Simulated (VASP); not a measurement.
# Cu (P6_3/mmc) in VASP: further runs

The runs below take Cu through single point, relaxation of cell and atoms, with revPBE.

Everything below comes from runs of VASP 6.6.1. Logs are shortened: lines on timing, memory, paths and dates and some standing lists are left out, and cuts for length are marked.

## Step 1: The cell of the first run

The structure is hexagonal, space group P6_3/mmc (No. 194). The conventional cell has a = 2.590 Å, b = 2.590 Å, c = 8.456 Å, α = 90.00°, β = 90.00°, γ = 120.00°. Within 3.4 Å of Cu (site symmetry -3m) lie 12 Cu at 2.59 Å. Cu (site symmetry -6m2) has 12 Cu at 2.59 Å within 3.4 Å.

This isn't the form of Cu at room conditions, which is fcc.

## Step 2: Single point, revPBE

INCAR reads:

```
SYSTEM = Cu
ALGO = Normal ; EDIFF = 1E-6
ENCUT = 520 ; GGA = RE
ISIF = 2 ; ISMEAR = -1
LASPH = .TRUE. ; LCHARG = .FALSE.
LREAL = .FALSE. ; LWAVE = .FALSE.
NBANDS = 30 ; NELM = 80
PREC = Accurate ; SIGMA = 0.1
```

KPOINTS reads:

```
k-points
0
G
  18 18 5
  0 0 0
```

POSCAR reads:

```
Cu
1.0
    2.5897390257      0.0000000000      0.0000000000
   -1.2948695129      2.2427797854      0.0000000000
    0.0000000000      0.0000000000      8.4559813124
Cu
4
Direct
    0.0000000000      0.0000000000      0.0000000000
    0.0000000000      0.0000000000      0.5000000000
    0.3333333333      0.6666666667      0.2500000000
    0.6666666667      0.3333333333      0.7500000000
```

Potentials or basis: VASP PAW PBE potentials, release 64 (Cu).

The run is started by

```bash
> cat potpaw_PBE.64/Cu/POTCAR > POTCAR
> mpirun -np 1 vasp_std > vasp.out
```

OUTCAR:

```text
SYSTEM = Cu
   EDIFF = 1E-6
   ENCUT = 520
   GGA = RE
   ISIF = 2
   ISMEAR = -1
   LASPH = .TRUE.
   LREAL = .FALSE.
   NELM = 80
   PREC = Accurate

 ion  position               nearest neighbor table
   1  0.000  0.000  0.000-   3 2.59   4 2.59   4 2.59   3 2.59   4 2.59   3 2.59
   2  0.000  0.000  0.500-   3 2.59   4 2.59   4 2.59   3 2.59   4 2.59   3 2.59
   3  0.333  0.667  0.250-   1 2.59   2 2.59   1 2.59   2 2.59   1 2.59   2 2.59
   4  0.667  0.333  0.750-   1 2.59   2 2.59   1 2.59   2 2.59   1 2.59   2 2.59

  LATTYP: Found a hexagonal cell.
 ALAT       =     2.5897390257
 C/A-ratio  =     3.2651866572

  Lattice vectors:

 A1 = (   2.5897390257,   0.0000000000,   0.0000000000)
 A2 = (  -1.2948695129,   2.2427797854,   0.0000000000)
 A3 = (   0.0000000000,   0.0000000000,   8.4559813124)

Analysis of symmetry for initial positions (statically):
=====================================================================
 Subroutine PRICEL returns:
 Original cell was already a primitive cell.

 Routine SETGRP: Setting up the symmetry group for a
 hexagonal supercell.

 Subroutine GETGRP returns: Found 24 space group operations
 (whereof 12 operations were pure point group operations)
 out of a pool of 24 trial point group operations.

The static configuration has the point symmetry D_3d.
 The point group associated with its full space group is D_6h.

Analysis of symmetry for dynamics (positions and initial velocities):
=====================================================================
 Subroutine PRICEL returns:
 Original cell was already a primitive cell.

 Routine SETGRP: Setting up the symmetry group for a
 hexagonal supercell.

 Subroutine GETGRP returns: Found 24 space group operations
 (whereof 12 operations were pure point group operations)
 out of a pool of 24 trial point group operations.

The dynamic configuration has the point symmetry D_3d.
 The point group associated with its full space group is D_6h.

 Subroutine INISYM returns: Found 24 space group operations
 (whereof 12 operations are pure point group operations),
 and found     1 'primitive' translations

----------------------------------------------------------------------------------------

                                     Primitive cell

  volume of cell :      49.1142

  direct lattice vectors                    reciprocal lattice vectors
     2.589739026  0.000000000  0.000000000     0.386139294  0.222937626  0.000000000
    -1.294869513  2.242779785  0.000000000     0.000000000  0.445875251  0.000000000
     0.000000000  0.000000000  8.455981312     0.000000000  0.000000000  0.118259486

  length of vectors
     2.589739026  2.589739026  8.455981312     0.445875251  0.445875251  0.118259486

  position of ions in fractional coordinates (direct lattice)
     0.000000000  0.000000000  0.000000000
     0.000000000  0.000000000  0.500000000
     0.333333333  0.666666667  0.250000000
     0.666666667  0.333333333  0.750000000

  ion indices of the primitive-cell ions
   primitive index   ion index
                 1           1
                 2           2
                 3           3
                 4           4

----------------------------------------------------------------------------------------

 KPOINTS: k-points

Automatic generation of k-mesh.
 Grid dimensions read from file:
 generate k-points for:   18   18    5

 Generating k-lattice:

  Cartesian coordinates                     Fractional coordinates (reciprocal lattice)
     0.021452183  0.012385424  0.000000000     0.055555556  0.000000000  0.000000000
     0.000000000  0.024770847  0.000000000     0.000000000  0.055555556  0.000000000
     0.000000000  0.000000000  0.023651897     0.000000000  0.000000000  0.200000000

  Length of vectors
     0.024770847  0.024770847  0.023651897

  Shift w.r.t. Gamma in fractional coordinates (k-lattice)
     0.000000000  0.000000000  0.000000000

 Subroutine IBZKPT returns following result:
 ===========================================

 Found    111 irreducible k-points:

 Following reciprocal coordinates:
            Coordinates               Weight
  0.000000  0.000000  0.000000      1.000000
  0.055556  0.000000  0.000000      6.000000
  0.111111  0.000000  0.000000      6.000000
  0.166667  0.000000  0.000000      6.000000
  0.222222 -0.000000  0.000000      6.000000
  0.277778  0.000000  0.000000      6.000000
[... 16 lines left out ...]
  0.333333  0.111111  0.000000     12.000000
  0.388889  0.111111  0.000000     12.000000
 [... further k-points ...]
   k-points           NKPTS =    111   k-points in BZ     NKDIM =    111   number of bands    NBANDS=     30
   number of dos      NEDOS =    301   number of ions     NIONS =      4
   total plane-waves  NPLWV =  25600
   dimension x,y,z NGX =    20 NGY =   20 NGZ =   64
   dimension x,y,z NGXF=    40 NGYF=   40 NGZF=  128
   ions per type =               4
   NGX,Y,Z   is equivalent  to a cutoff of  12.84, 12.84, 12.58 a.u.
   NGXF,Y,Z  is equivalent  to a cutoff of  25.68, 25.68, 25.17 a.u.
 SYSTEM =  Cu
   PREC   = accura    normal or accurate (medium, high low for compatibility)
   ISTART =      0    job   : 0-new  1-cont  2-samecut
   ICHARG =      2    charge: 1-file 2-atom 10-const
   ISPIN  =      1    spin polarized calculation?
   LNONCOLLINEAR =      F non collinear calculations
   LSORBIT =      F    spin-orbit coupling
   LASPH  =      T    aspherical Exc in radial PAW
   ENCUT  =  520.0 eV  38.22 Ry    6.18 a.u.   4.82  4.82 15.72*2*pi/ulx,y,z
   NELM   =     80;   NELMIN=  2; NELMDL= -5     # of ELM steps
   EDIFF  = 0.1E-05   stopping-criterion for ELM
   LREAL  =      F    real-space projection
   EDIFFG = 0.1E-04   stopping-criterion for IOM
   NSW    =      0    number of steps for IOM
   IBRION =     -1    ionic relax: 0-MD 1-quasi-New 2-CG
   NFREE  =      0    steps in history (QN), initial steepest desc. (CG)
   ISIF   =      2    stress and relaxation
   ISYM   =      2    0-nonsym 1-usesym 2-fastsym
   POTIM  = 0.5000    time-step for ionic-motion
   TEBEG  =    0.0;   TEEND  =   0.0 temperature during run
   PSTRESS=    0.0 pullay stress
   NELECT =      44.0000    total number of electrons
   NUPDOWN=      -1.0000    fix difference up-down
   EMIN   =  10.00;   EMAX   =-10.00  energy-range for DOS
   EFERMI =   0.00;   METHOD = LEGACY
   ISMEAR =    -1;   SIGMA  =   0.10  broadening in eV -4-tet -1-fermi 0-gaus
   EFERMI_NEDOS =   21; number of points for ismear=-14 and -15
   IALGO  =     38    algorithm
   IMIX   =      4    mixing-type and parameters
     AMIX     =   0.40;   BMIX     =  1.00
     AMIX_MAG =   1.60;   BMIX_MAG =  1.00
  volume/ion in A,a.u.               =      12.28        82.86
  Fermi-wavevector in a.u.,A,eV,Ry     =   1.578181  2.982330 33.887427  2.490656
  Thomas-Fermi vector in A             =   2.678751
   LORBIT       =      0    0 simple, 1 ext, 2 COOP (PROOUT), +10 PAW based schemes
   GGA     = RE    functional components
   LHFCALC =     F    Hartree Fock is set to
   AEXX    =    0.0000 exact exchange contribution
   IVDW    =     0    specifies the selected vdW correction
   LEPSILON=     F    determine dielectric tensor
   LRPA    =     F    only Hartree local field effects (RPA)
 non-spin polarized calculation
  energy-cutoff  :      520.00
  volume of cell :       49.11
 maximum number of plane-waves:      1341
 NGX is ok and might be reduce to    20
   NGX =  9   NGY =  9   NGZ = 31

 number of electron      44.0000032 magnetization

 Free energy of the ion-electron system (eV)
  ---------------------------------------------------
  ext. energy  EPLUGINS =         0.00000000
  ---------------------------------------------------
  free energy    TOTEN  =       -13.40930463 eV

  energy without entropy =      -13.36545912  energy(sigma->0) =      -13.38738187

 E-fermi :   7.2131     XC(G=0): -12.4009

 val. band max:        7.2030679451   @ k =   0.2778   0.0000   0.4000
 cond. band min:       7.2262179941   @ k =   0.1111   0.1111   0.4000
 fundamental gap:      0.0231500490
 Fermi energy:         7.2130562029

 k-point     1 :       0.0000    0.0000    0.0000
  band No.  band energies     occupation
      1      -1.8253      2.00000
      2       0.2415      2.00000
      3       0.2475      2.00000
      4       2.3700      2.00000
      5       4.0888      2.00000
      6       4.0935      2.00000
[... 22 lines left out ...]
     29      28.5386      0.00000
     30      28.5514      0.00000

 k-point     2 :       0.0556    0.0000    0.0000
  band No.  band energies     occupation
      1      -1.7280      2.00000
      2       0.3289      2.00000
      3       0.3348      2.00000
      4       2.4271      2.00000
      5       4.0407      2.00000
      6       4.0704      2.00000
[... 22 lines left out ...]
     29      27.3829      0.00000
     30      27.6823      0.00000

 k-point     3 :       0.1111    0.0000    0.0000
  band No.  band energies     occupation
      1      -1.4389      2.00000
      2       0.5850      2.00000
      3       0.5907      2.00000
      4       2.5881      2.00000
      5       3.9335      2.00000
      6       4.0107      2.00000
[... 22 lines left out ...]
     29      25.5499      0.00000
     30      25.5653      0.00000

 k-point     4 :       0.1667    0.0000    0.0000
  band No.  band energies     occupation
      1      -0.9666      2.00000
      2       0.9879      2.00000
      3       0.9934      2.00000
      4       2.8188      2.00000
      5       3.8157      2.00000
      6       3.9267      2.00000
[... 22 lines left out ...]
     29      23.0337      0.00000
     30      23.0841      0.00000

 k-point     5 :       0.2222   -0.0000    0.0000
  band No.  band energies     occupation
      1      -0.3294      2.00000
      2       1.4876      2.00000
      3       1.4927      2.00000
      4       3.0474      2.00000
      5       3.7221      2.00000
      6       3.7849      2.00000
[... 22 lines left out ...]
     29      20.7006      0.00000
     30      21.0396      0.00000
[... 526 lines left out ...]
     29      19.2347      0.00000
     30      21.1654      0.00000

 k-point    22 :       0.2778    0.1111    0.0000
  band No.  band energies     occupation
      1       1.4906      2.00000
      2       2.4964      2.00000
      3       2.5138      2.00000
      4       3.2425      2.00000
      5       3.4578      2.00000
      6       3.6317      2.00000
[... 22 lines left out ...]
     29      18.4997      0.00000
     30      20.7728      0.00000

 k-point    23 :       0.3333    0.1111    0.0000
  band No.  band energies     occupation
      1       2.1784      2.00000
      2       2.6365      2.00000
      3       2.7167      2.00000
      4       3.1638      2.00000
      5       3.4369      2.00000
      6       3.5214      2.00000
[... 22 lines left out ...]
     29      17.9408      0.00000
     30      19.9604      0.00000

 k-point    24 :       0.3889    0.1111    0.0000
  band No.  band energies     occupation
      1       2.5108      2.00000
      2       2.6678      2.00000
      3       2.9074      2.00000
      4       3.1283      2.00000
      5       3.4316      2.00000
      6       3.4487      2.00000
[... 22 lines left out ...]
     29      17.5542      0.00000
     30      18.3005      0.00000

 [... further k-points ...]
[... 5 lines left out ...]
  --------------------------------------------------------------------------------------
  -------------------------------------------------------------------------------------
  Total        0.1754577      0.1754577      0.2013430     -0.0000000     -0.0000000      0.0000000
  in kB        5.7236929      5.7236929      6.5681101     -0.0000000     -0.0000000      0.0000000
  external PRESSURE =       6.0051653 kB  Pullay stress =       0.0000000 kB

 VOLUME and BASIS-vectors are now :
 -----------------------------------------------------------------------------
  energy-cutoff  :      520.00
  volume of cell :       49.11
      direct lattice vectors                 reciprocal lattice vectors
     2.589739026  0.000000000  0.000000000     0.386139294  0.222937626  0.000000000
    -1.294869513  2.242779785  0.000000000     0.000000000  0.445875251  0.000000000
     0.000000000  0.000000000  8.455981312     0.000000000  0.000000000  0.118259486

 POSITION                                       TOTAL-FORCE (eV/Angst)
 -----------------------------------------------------------------------------------
      0.00000      0.00000      0.00000         0.000000      0.000000      0.000000
      0.00000      0.00000      4.22799         0.000000      0.000000      0.000000
     -0.00000      1.49519      2.11400        -0.000000      0.000000      0.000000
      1.29487      0.74759      6.34199         0.000000      0.000000     -0.000000
 -----------------------------------------------------------------------------------
    total drift:                                0.000000     -0.000000      0.000000

  FREE ENERGIE OF THE ION-ELECTRON SYSTEM (eV)
  ---------------------------------------------------
  free  energy   TOTEN  =       -13.4093046257 eV

  energy  without entropy=      -13.3654591192  energy(sigma->0) =      -13.38738187
```

Wall time 79 s (1 thread of Intel Xeon Platinum 8559C (Emerald Rapids), shared host); peak memory 0.25 GiB.

Results:

```
Free energy            : -13.4093 eV
Pressure               : 0.6 GPa
Band gap on the k mesh : zero (bands 22 and 23 overlap by 4.97 eV)
```

Caveat: the PAW data sets were made with another functional, which shifts forces and pressure a little.

## Step 3: Relaxation of cell and atoms, revPBE

This run uses another cell than the first one, of 11.81 Å³/atom.

INCAR reads:

```
SYSTEM = Cu
ALGO     = Normal         ! electronic algorithm
EDIFF    = 1E-6           ! SCF threshold, eV
EDIFFG   = -0.01          ! ionic threshold
ENCUT    = 600            ! plane-wave cutoff, eV
GGA      = RE             ! functional
IBRION   = 2              ! ionic algorithm
ISIF     = 3              ! what is computed and relaxed
ISMEAR   = -1             ! smearing method
LASPH    = .TRUE.         ! aspherical terms in the spheres
LCHARG   = .FALSE.        ! write CHGCAR
LREAL    = .FALSE.        ! projectors in reciprocal space
LWAVE    = .FALSE.        ! write WAVECAR
NELM     = 80             ! most SCF steps
NSW      = 80             ! ionic steps
PREC     = Accurate       ! precision mode
SIGMA    = 0.1            ! smearing width, eV
```

KPOINTS reads:

```
k-points
0
G
  14 14 4
  0 0 0
```

POSCAR reads:

```
Cu
1.0
    2.5561591618      0.0000000000      0.0000000000
   -1.2780795809      2.2136987702      0.0000000000
    0.0000000000      0.0000000000      8.3484158223
Cu
4
Direct
    0.0000000000      0.0000000000      0.0000000000
    0.0000000000      0.0000000000      0.5000000000
    0.3333333333      0.6666666667      0.2500000000
    0.6666666667      0.3333333333      0.7500000000
```

Potentials or basis: VASP PAW PBE potentials, release 64 (Cu).

The run is started by

```bash
> cat potpaw_PBE.64/Cu/POTCAR > POTCAR
> mpirun -np 1 vasp_std > vasp.out
```

Run time: 2.7 min. Hardware: 1 thread of Intel Xeon Platinum 8559C (Emerald Rapids), shared host; peak memory 0.22 GiB.

The run converged. Its results:

```
Free energy                           : -13.4069 eV
Relaxed volume                        : 12.34 Å³/atom
Relaxed cell                          : a = 2.594 Å, b = 2.594 Å, c = 8.471 Å, α = 90.00°, β = 90.00°, γ = 120.00°
Space group after relaxing (to 0.1 Å) : P6_3/mmc (No. 194)
Energy gained by relaxing             : 9.7 meV/atom
Ionic steps                           : 3
Pressure after relaxing               : 0.1 GPa
Band gap on the k mesh                : zero (bands 22 and 23 overlap by 4.43 eV)
```

The path:
```tsv
step	energy change (eV)	largest force (eV/Å)	pressure (GPa)	volume (Å³)
1	0.0000	0.0000	6.16	47.24
2	-0.0306	0.0000	-2.58	50.41
3	-0.0389	0.0000	0.09	49.36
```

Final structure:
```
Cu
1.0
     2.59395    0.00000    0.00000
    -1.29697    2.24642    0.00000
     0.00000    0.00000    8.47080
Cu
4
Direct
  0.00000 0.00000 0.00000
  0.00000 0.00000 0.50000
  0.33333 0.66667 0.25000
  0.66667 0.33333 0.75000
```

Levels at points of the mesh, in eV from the Fermi level:
| k point | band 19 | band 20 | band 21 | band 22 | band 23 | band 24 | band 25 | band 26 |
| --- | --- | --- | --- | --- | --- | --- | --- | --- |
| (0.00, 0.00, 0.00) | -1.99 | -1.85 | -1.85 | -1.58 | -1.58 | -0.83 | 3.61 | 12.14 |
| (0.50, 0.00, 0.00) | -1.46 | -1.44 | -0.47 | 0.54 | 0.96 | 1.54 | 4.42 | 4.44 |
| (0.00, 0.00, 0.50) | -2.11 | -2.11 | -1.69 | -1.69 | -1.69 | -1.69 | 6.71 | 6.71 |
| (0.50, 0.00, 0.50) | -1.46 | -1.46 | 0.12 | 0.12 | 1.36 | 1.36 | 4.96 | 4.96 |

Caveat: the PAW data sets were made with another functional, which shifts forces and pressure a little.

The gap in the log of VASP goes by the Fermi energy; the results here count the filled bands.